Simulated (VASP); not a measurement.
Write the native input for VASP 6.6.1 that does the following.

| Quantity | Value |
| --- | --- |
| Task | single point |
| Functional | r2SCAN |
| Potentials or basis | VASP PAW PBE potentials, release 64 (Hf_pv, O) |
| Cutoff | 520 eV |
| k mesh | 8 × 8 × 8 |
| Occupations | gaussian, width 0.05 eV |
| Spin | no spin polarisation |
| Dipole correction | no |
| Further INCAR settings | ALGO = Normal; EDIFF = 1e-07; NBANDS = 18 |

Crystal: HfO2.

```xyz
3
Lattice="0.0192 2.5575 2.5575 2.5575 0.0192 2.5575 2.5767 2.5767 0.0000" Properties=species:S:1:pos:R:3 pbc="T T T"
Hf    0.0000    0.0000    0.0000
O     1.2883    1.2883    1.2788
O     3.8650    3.8650    3.8363
```

This cell differs from its parent crystal: strain +0.0150 x Voigt [0, 0, 0, 0, 0, 1].

The input as run:

POSCAR

```
HfO2
1.0
    0.0191812500      2.5575000000      2.5575000000
    2.5575000000      0.0191812500      2.5575000000
    2.5766812500      2.5766812500      0.0000000000
Hf O
1 2
Direct
    0.0000000000      0.0000000000      0.0000000000
    0.2500000000      0.2500000000      0.2500000000
    0.7500000000      0.7500000000      0.7500000000
```

INCAR.step1

```
PREC     = Accurate       # precision mode
ENCUT    = 520            # plane-wave cutoff, eV
ISMEAR   = 0              # smearing method
SIGMA    = 0.05           # smearing width, eV
LREAL    = False          # projectors in reciprocal space
LASPH    = True           # aspherical terms in the spheres
NELM     = 60             # most SCF steps
NBANDS   = 18             # bands
GGA      = PE             # functional
ALGO     = Normal         # electronic algorithm
EDIFF    = 1E-4           # SCF threshold, eV
LWAVE    = True           # write WAVECAR
LCHARG   = False          # write CHGCAR
```

INCAR.step2

```
PREC     = Accurate       # precision mode
ENCUT    = 520            # plane-wave cutoff, eV
EDIFF    = 1E-7           # SCF threshold, eV
ISMEAR   = 0              # smearing method
SIGMA    = 0.05           # smearing width, eV
LREAL    = False          # projectors in reciprocal space
LASPH    = True           # aspherical terms in the spheres
NELM     = 60             # most SCF steps
ALGO     = Normal         # electronic algorithm
ISIF     = 2              # what is computed and relaxed
LWAVE    = False          # write WAVECAR
LCHARG   = False          # write CHGCAR
METAGGA  = R2SCAN         # meta-GGA
LMIXTAU  = True         
NBANDS   = 18             # bands
ISTART   = 1
```

KPOINTS

```
regular mesh
0
Gamma
  8 8 8
```

Potentials or basis: VASP PAW PBE potentials, release 64 (Hf_pv, O).

The run is started by

```console
$ cat potpaw_PBE.64/Hf_pv/POTCAR potpaw_PBE.64/O/POTCAR > POTCAR
$ cp INCAR.step1 INCAR
$ mpirun -np 1 vasp_std > vasp.out
$ cp INCAR.step2 INCAR
$ mpirun -np 1 vasp_std > vasp.out
```

It gave:

* Pressure: -12.0 GPa
* Largest force: 0.074 eV/Å
* Band gap on the k mesh: 4.22 eV, direct

Caveat: the cell differs from its parent crystal (strain +0.0150 x Voigt [0, 0, 0, 0, 0, 1]); the PAW data sets were made with another functional, which shifts forces and pressure a little; spin-orbit coupling is left out, which moves the levels of the heavy elements.

It used 250 s of CPU time on 1 thread of Intel(R) Xeon(R) Platinum 8488C (Sapphire Rapids), with other jobs on the host.
